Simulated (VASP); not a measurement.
Here is a VASP 6.6.1 calculation.

File INCAR:

```
SYSTEM = Si
ALGO     = Normal         ! electronic algorithm
EDIFF    = 1E-7           ! SCF threshold, eV
ENCUT    = 520            ! plane-wave cutoff, eV
GGA      = CA             ! functional
ISIF     = 2              ! what is computed and relaxed
ISMEAR   = -1             ! smearing method
LASPH    = .True.         ! aspherical terms in the spheres
LCHARG   = .False.        ! write CHGCAR
LREAL    = .False.        ! projectors in reciprocal space
LWAVE    = .False.        ! write WAVECAR
NBANDS   = 11             ! bands
NELM     = 100            ! most SCF steps
PREC     = Accurate       ! precision mode
SIGMA    = 0.05           ! smearing width, eV
```

The input KPOINTS:

```
k-points
0
Gamma
  8 8 8
  0 0 0
```

POSCAR

```
Si
1.0
    0.0000000000      2.7752343705      2.7752343705
    2.7752343705      0.0000000000      2.7752343705
    2.7752343705      2.7752343705      0.0000000000
Si
2
Direct
    0.5000000000      0.5000000000      0.5000000000
    0.7500000000      0.7500000000      0.7500000000
```

Potentials or basis: VASP PAW LDA potentials, release 64 (Si).

Launch:

```console
$ cat potpaw_LDA.64/Si/POTCAR > POTCAR
$ mpirun -np 1 vasp_std > vasp.out
```

Question: Predict the band gap on the k mesh.

Answer: 0.61 eV, indirect (least direct gap 2.33 eV).

Question: Estimate the pressure.

Answer: -6.6 GPa.

A k mesh can miss the band edges. As with any semilocal functional, this LDA gap is likely too small.
